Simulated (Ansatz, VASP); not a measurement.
Bi in VASP and in Ansatz

```
Bi
1.0
    -1.91242    1.91242    1.88270
     1.91242   -1.91242    1.88270
     1.91242    1.91242   -1.88270
Bi
1
Direct
  0.00000 0.00000 0.00000
```

Alike in both runs: task single point; functional PBEsol; k mesh 14 × 14 × 14; occupations gaussian, width 0.1 eV; no spin polarisation.

|  | VASP | Ansatz |
| --- | --- | --- |
| version | VASP 6.6.1 | Ansatz 0.2.0 |
| potentials or method | VASP PAW PBE potentials, release 64 (Bi_d), cutoff 520 eV | scalar-relativistic, plane waves, PAW |
| valence electrons in the cell | 15 | 15 |

```csv
,VASP,Ansatz,Ansatz less VASP
gap on the k mesh at the Fermi level (eV),none,none,-
pressure (GPa),6.0,6.0,+0.04
"traceless stress, the component that is largest in VASP (GPa)",-0.08,-0.07,+0.007
```

VASP's potentials were made for PBE, not for PBEsol. A gap of «none» marks a metal or a gap that the smearing closes.

Neither program's run includes spin-orbit coupling.
